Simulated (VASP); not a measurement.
BeSn3:

```
CELL_PARAMETERS angstrom
4.35896 0.00000 0.00000
0.00000 4.35896 0.00000
0.00000 0.00000 4.35896
ATOMIC_POSITIONS crystal
Be 0.00000 0.00000 0.00000
Sn 0.00000 0.50000 0.50000
Sn 0.50000 0.00000 0.50000
Sn 0.50000 0.50000 0.00000
```

| Quantity | Value |
| --- | --- |
| Program | VASP 6.6.1 |
| Task | relaxation of cell and atoms |
| Functional | PBE |
| Potentials or basis | VASP PAW PBE potentials, release 64 (Be, Sn_d) |
| Cutoff | 600 eV |
| k mesh | 4 × 4 × 4 |
| Occupations | gaussian, width 0.1 eV |
| Spin | no spin polarisation |

At the start: pressure 9.5 GPa; volume 20.71 Å³/atom.

Task: How do energy, volume and symmetry change on relaxing?

Result: Over 3 steps the energy falls by 73.1 meV/atom and the volume is 23.49 Å³/atom (+13.5 %); space group Pm-3m (No. 221, to 0.1 Å) before and after.

The path:
```csv
step,energy change (eV),largest force (eV/Å),pressure (GPa),volume (Å³)
1,0.0000,0.0000,9.48,82.82
2,-0.2621,0.0000,-2.20,98.40
3,-0.2925,0.0000,0.07,93.97
```

Final structure:
```cif
data_structure
_symmetry_space_group_name_H-M 'P 1'
_symmetry_Int_Tables_number 1
_cell_length_a 4.5464
_cell_length_b 4.5464
_cell_length_c 4.5464
_cell_angle_alpha 90.000
_cell_angle_beta 90.000
_cell_angle_gamma 90.000
_cell_volume 93.97
loop_
_atom_site_label
_atom_site_type_symbol
_atom_site_fract_x
_atom_site_fract_y
_atom_site_fract_z
_atom_site_occupancy
Be1 Be 0.00000 0.00000 0.00000 1
Sn1 Sn 0.00000 0.50000 0.50000 1
Sn2 Sn 0.50000 0.00000 0.50000 1
Sn3 Sn 0.50000 0.50000 0.00000 1
```

Caveat: the k points lie up to 0.35 Å⁻¹ apart in the final cell, too coarse for converged energies and pressures of a metal.
